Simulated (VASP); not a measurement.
Wanted: the native input for a VASP 6.6.1 run.

| Quantity | Value |
| --- | --- |
| Task | single point |
| Functional | PBE |
| Potentials or basis | VASP PAW PBE potentials, release 64 (N, Al) |
| Cutoff | 520 eV |
| k mesh | 2 × 2 × 2, shifted |
| Occupations | gaussian, width 0.01 eV |
| Spin | no spin polarisation |
| Dipole correction | no |
| Further INCAR settings | LREAL = Auto; ALGO = Normal; EDIFF = 1e-06; NBANDS = 127 |

The structure of Al23N25 (a cell with a defect) lies in POSCAR:

```
Al23N25
1.0
    3.1302084199     -5.4216800216      5.0180433219
    3.1302084199      5.4216800216      5.0180433219
   -6.2604168399      0.0000000000      5.0180433219
N Al
25 23
Direct
    0.6952228574      0.3618895241      0.5285561908
    0.7804014619      0.4470681285      0.6137347952
    0.1255166097      0.7921832764      0.9588499431
    0.4576282361      0.6274973674      0.7931937241
    0.9608307007      0.6265270575      0.2909615694
    0.2931251076      0.4597179627      0.1252603581
    0.6241292858      0.7946311511      0.4606377469
    0.9598603908      0.1242949027      0.7941640340
    0.2919270247      0.9597917743      0.6263846294
    0.6273044136      0.2907959525      0.9612978178
    0.7930512961      0.9585936914      0.1264584410
    0.1279644845      0.2939710803      0.4574626191
    0.4612905154      0.1279571820      0.2946238487
    0.4425389853      0.2925547507      0.6429761420
    0.7929329433      0.6253644530      0.9538874382
    0.1205541049      0.4595996100      0.7920311196
    0.6258880840      0.4763094753      0.2758723187
    0.9610932998      0.2928342675      0.1254747750
    0.2921414417      0.6277599665      0.4595009342
    0.6261676008      0.9588081084      0.7944266331
    0.9586977863      0.7872207716      0.6262662767
    0.2920332881      0.1250760800      0.9626578372
    0.4584094133      0.7959911706      0.1253666214
    0.8096428086      0.1092056520      0.4592214174
    0.1293245039      0.9586999547      0.2917427467
    0.9992118434      0.6658785100      0.8325451767
    0.3306179968      0.5002685896      0.6650632536
    0.8336019230      0.4983965869      0.1639513302
    0.1667429814      0.3318699863      0.9990325749
    0.4980289423      0.6682681618      0.3318543866
    0.8317299202      0.9972846635      0.6669352563
    0.1656992416      0.8334096481      0.4985366530
    0.4985210533      0.1646956089      0.8349348285
    0.6652033197      0.8323659082      1.0000763147
    1.0016014951      0.1651877199      0.3313622756
    0.3343987170      1.0010653836      0.1677320503
    0.6544352804      0.4989986794      0.8450199136
    1.0005866545      0.8347794974      0.1651805893
    0.3318472559      0.6672533212      1.0014461641
    0.8323320127      0.6783532469      0.4877686138
    0.1676995095      0.5000490520      0.3316579647
    0.4983246313      0.8343661761      0.6667157187
    0.8333823853      0.1649912980      1.0010328428
    0.1681128308      0.9985139226      0.8339199879
    0.5019556780      0.3346807848      0.1719223184
    0.6680141181      1.0052556518      0.3352890113
    1.0116865803      0.3211019471      0.6656653461
    0.3385889851      0.1686223447      0.5013474514
```

One way to write it, as run:

INCAR

```
SYSTEM = Al23N25
PREC = Accurate
ENCUT = 520
EDIFF = 1E-6
ISMEAR = 0
SIGMA = 0.01
LREAL = Auto
LASPH = .TRUE.
NELM = 100
ALGO = Normal
ISIF = 2
LWAVE = .FALSE.
LCHARG = .TRUE.
GGA = PE
LELF = .TRUE.
LVHAR = .TRUE.
NBANDS = 127
```

KPOINTS

```
Automatic mesh
0
Gamma
  2 2 2
  0.5 0.5 0.5
```

Potentials or basis: VASP PAW PBE potentials, release 64 (N, Al).

The run is started by

```sh
$ cat potpaw_PBE.64/N/POTCAR potpaw_PBE.64/Al/POTCAR > POTCAR
$ mpirun -np 1 vasp_std > vasp.out
```

It gave:

```json
{"Pressure": "1.0 GPa", "Largest force": "0.227 eV/Å", "Band gap on the k mesh": "1.35 eV"}
```

Run time: 6.9 min on 1 thread of AMD EPYC 7571 (shared host), peak memory 0.47 GiB.
